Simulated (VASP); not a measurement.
Input of a VASP 6.6.1 run:

POSCAR

```
Pt
1.0
    0.0000000000      1.9714986662      1.9714986662
    1.9714986662      0.0000000000      1.9714986662
    1.9714986662      1.9714986662      0.0000000000
Pt
1
Direct
    0.0000000000      0.0000000000      0.0000000000
```

The input INCAR.step1:

```
SYSTEM = Pt
  PREC = Accurate
  ENCUT = 520
  ISMEAR = -1
  SIGMA = 0.1
  LREAL = .FALSE.
  LASPH = .TRUE.
  NELM = 80
  NBANDS = 11
  GGA = PE
  ALGO = Normal
  EDIFF = 1E-4
  LWAVE = .TRUE.
  LCHARG = .FALSE.
```

Contents of INCAR.step2:

```
SYSTEM = Pt
  PREC = Accurate
  ENCUT = 520
  EDIFF = 1E-6
  ISMEAR = -1
  SIGMA = 0.1
  LREAL = .FALSE.
  LASPH = .TRUE.
  NELM = 80
  ALGO = Normal
  ISIF = 2
  LWAVE = .FALSE.
  LCHARG = .FALSE.
  METAGGA = R2SCAN
  LMIXTAU = .TRUE.
  NBANDS = 11
  ISTART = 1
```

File KPOINTS:

```
Automatic mesh
0
G
  10 10 10
  0 0 0
```

Potentials or basis: VASP PAW PBE potentials, release 64 (Pt).

Launch:

```bash
$ cat potpaw_PBE.64/Pt/POTCAR > POTCAR
$ cp INCAR.step1 INCAR
$ mpirun -np 1 vasp_std > vasp.out
$ cp INCAR.step2 INCAR
$ mpirun -np 1 vasp_std > vasp.out
```

**Question.** Predict the band gap on the k mesh.

**Answer.** Zero (band 5 reaches 11.22 eV, above the bottom of band 6 at 8.93 eV).

**Question.** What does it give for the pressure?

**Answer.** 0.7 GPa.

Caveat: the PAW data sets were made with another functional, which shifts forces and pressure a little; spin-orbit coupling is left out, which moves the levels of the heavy elements.
